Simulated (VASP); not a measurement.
# La (Im-3m) in VASP: notebook, part 2 of 2

VASP 6.6.1. Earlier steps stand in the parts before.

## 3. Single point, r2SCAN, collinear spin (42.90 Å³/atom)

This run uses another cell than the first one, of 42.90 Å³/atom.

The input, POSCAR:

```
La
1.0
   -2.2053320648      2.2053320648      2.2053320648
    2.2053320648     -2.2053320648      2.2053320648
    2.2053320648      2.2053320648     -2.2053320648
La
1
Direct
    0.0000000000      0.0000000000      0.0000000000
```

The input, INCAR.step1:

```
SYSTEM = La
  ALGO = Normal
  EDIFF = 1E-4
  ENCUT = 520
  GGA = PE
  ISMEAR = -1
  ISPIN = 2
  LASPH = .TRUE.
  LCHARG = .FALSE.
  LMAXMIX = 6
  LREAL = .FALSE.
  LWAVE = .TRUE.
  MAGMOM = 0.333
  NBANDS = 16
  NELM = 150
  PREC = Accurate
  SIGMA = 0.05
```

The input, INCAR.step2:

```
SYSTEM = La
  ALGO = Normal
  EDIFF = 1E-6
  ENCUT = 520
  ISIF = 2
  ISMEAR = -1
  ISPIN = 2
  ISTART = 1
  LASPH = .TRUE.
  LCHARG = .FALSE.
  LMAXMIX = 6
  LMIXTAU = .TRUE.
  LORBIT = 11
  LREAL = .FALSE.
  LWAVE = .FALSE.
  MAGMOM = 0.333
  METAGGA = R2SCAN
  NBANDS = 16
  NELM = 150
  PREC = Accurate
  SIGMA = 0.05
```

The input, KPOINTS:

```
k-points
0
G
  17 17 17
  0 0 0
```

Potentials or basis: VASP PAW PBE potentials, release 64 (La).

Command:

```
$ cat potpaw_PBE.64/La/POTCAR > POTCAR
$ cp INCAR.step1 INCAR
$ mpirun -np 1 vasp_std > vasp.out
$ cp INCAR.step2 INCAR
$ mpirun -np 1 vasp_std > vasp.out
```

OUTCAR:

```text
SYSTEM = La
   EDIFF = 1E-6
   ENCUT = 520
   ISIF = 2
   ISMEAR = -1
   ISPIN = 2
   ISTART = 1
   LASPH = .TRUE.
   LORBIT = 11
   LREAL = .FALSE.
   METAGGA = R2SCAN
   NELM = 150
   PREC = Accurate

 ion  position               nearest neighbor table
   1  0.000  0.000  0.000-

  LATTYP: Found a body centered cubic cell.
 ALAT       =     4.4106641296

  Lattice vectors:

 A1 = (  -2.2053320648,   2.2053320648,   2.2053320648)
 A2 = (   2.2053320648,  -2.2053320648,   2.2053320648)
 A3 = (   2.2053320648,   2.2053320648,  -2.2053320648)

Analysis of symmetry for initial positions (statically):
=====================================================================
 Subroutine PRICEL returns:
 Original cell was already a primitive cell.

 Routine SETGRP: Setting up the symmetry group for a
 body centered cubic supercell.

 Subroutine GETGRP returns: Found 48 space group operations
 (whereof 48 operations were pure point group operations)
 out of a pool of 48 trial point group operations.

The static configuration has the point symmetry O_h .

Analysis of symmetry for dynamics (positions and initial velocities):
=====================================================================
 Subroutine PRICEL returns:
 Original cell was already a primitive cell.

 Routine SETGRP: Setting up the symmetry group for a
 body centered cubic supercell.

 Subroutine GETGRP returns: Found 48 space group operations
 (whereof 48 operations were pure point group operations)
 out of a pool of 48 trial point group operations.

The dynamic configuration has the point symmetry O_h .

Analysis of structural, dynamic, and magnetic symmetry:
=====================================================================
 Subroutine PRICEL returns:
 Original cell was already a primitive cell.

 Routine SETGRP: Setting up the symmetry group for a
 body centered cubic supercell.

 Subroutine GETGRP returns: Found 48 space group operations
 (whereof 48 operations were pure point group operations)
 out of a pool of 48 trial point group operations.

[... 136 lines left out ...]

 Free energy of the ion-electron system (eV)
  ---------------------------------------------------
  ext. energy  EPLUGINS =         0.00000000
  ---------------------------------------------------
  free energy    TOTEN  =       -29.60814943 eV

  energy without entropy =      -29.59355937  energy(sigma->0) =      -29.60085440

 E-fermi :   6.7099     XC(G=0):  -9.5994

 val. band max:        6.7090121542   @ k =   0.2353   0.1765   0.1765
 cond. band min:       6.7142009508   @ k =  -0.3529   0.4118   0.0588
 fundamental gap:      0.0051887966
 Fermi energy:         6.7098658216

 spin component 1

 k-point     1 :       0.0000    0.0000    0.0000
  band No.  band energies     occupation
      1     -27.7337      1.00000
      2     -10.4889      1.00000
      3     -10.4889      1.00000
      4     -10.4889      1.00000
      5       3.0412      1.00000
      6       8.0000      0.00000
[... 435 lines left out ...]
      5       4.9337      1.00000
      6       6.6712      0.68415
[... 8 lines left out ...]
     15       9.8312      0.00000
     16      10.6706      0.00000

 [... further k-points ...]

 spin component 2

 k-point     1 :       0.0000    0.0000    0.0000
  band No.  band energies     occupation
      1     -27.5979      1.00000
      2     -10.3156      1.00000
      3     -10.3156      1.00000
      4     -10.3156      1.00000
      5       3.4890      1.00000
      6       8.3408      0.00000
[... 435 lines left out ...]
      5       5.3656      1.00000
      6       7.0481      0.00115
[... 8 lines left out ...]
     15      10.0256      0.00000
     16      10.8470      0.00000

 [... further k-points ...]

------------------------ aborting loop because EDIFF is reached ----------------------------------------

  FORCE on cell =-STRESS in cart. coord.  units (eV):
  Direction    XX          YY          ZZ          XY          YZ          ZX
  --------------------------------------------------------------------------------------
  -------------------------------------------------------------------------------------
  Total       -0.6693355     -0.6693355     -0.6693355      0.0000000     -0.0000000     -0.0000000
  in kB      -24.9961115    -24.9961115    -24.9961115      0.0000000     -0.0000000     -0.0000000
  external PRESSURE =     -24.9961115 kB  Pullay stress =       0.0000000 kB

 VOLUME and BASIS-vectors are now :
 -----------------------------------------------------------------------------
  energy-cutoff  :      520.00
  volume of cell :       42.90
      direct lattice vectors                 reciprocal lattice vectors
    -2.205332065  2.205332065  2.205332065     0.000000000  0.226723226  0.226723226
     2.205332065 -2.205332065  2.205332065     0.226723226  0.000000000  0.226723226
     2.205332065  2.205332065 -2.205332065     0.226723226  0.226723226  0.000000000

 POSITION                                       TOTAL-FORCE (eV/Angst)
 -----------------------------------------------------------------------------------
      0.00000      0.00000      0.00000        -0.000000     -0.000000      0.000000
 -----------------------------------------------------------------------------------
    total drift:                                0.000000     -0.000000      0.000000

  FREE ENERGIE OF THE ION-ELECTRON SYSTEM (eV)
  ---------------------------------------------------
  free  energy   TOTEN  =       -29.6081494277 eV

  energy  without entropy=      -29.5935593682  energy(sigma->0) =      -29.60085440

 total charge

# of ion       s       p       d       f       tot
--------------------------------------------------
    1        2.033   5.600   0.775   0.060   8.467

 magnetization (x)

# of ion       s       p       d       f       tot
--------------------------------------------------
    1        0.002   0.007   0.201   0.018   0.228
```

Run time: 7.2 min. Hardware: 1 thread of Intel Xeon 6975P-C (Granite Rapids), shared host; peak memory 0.33 GiB.

What came out:

| Property | Result |
| --- | --- |
| Free energy | -29.6081 eV |
| Pressure | -2.5 GPa |
| Net moment | 0.53 μB per cell |
| Site moments | La +0.23 μB |
| Valence electrons inside the program's atomic spheres | La 8.47 |

Caveat: the PAW data sets were made with another functional, which shifts forces and pressure a little; spin-orbit coupling is left out, which moves the levels of the heavy elements.
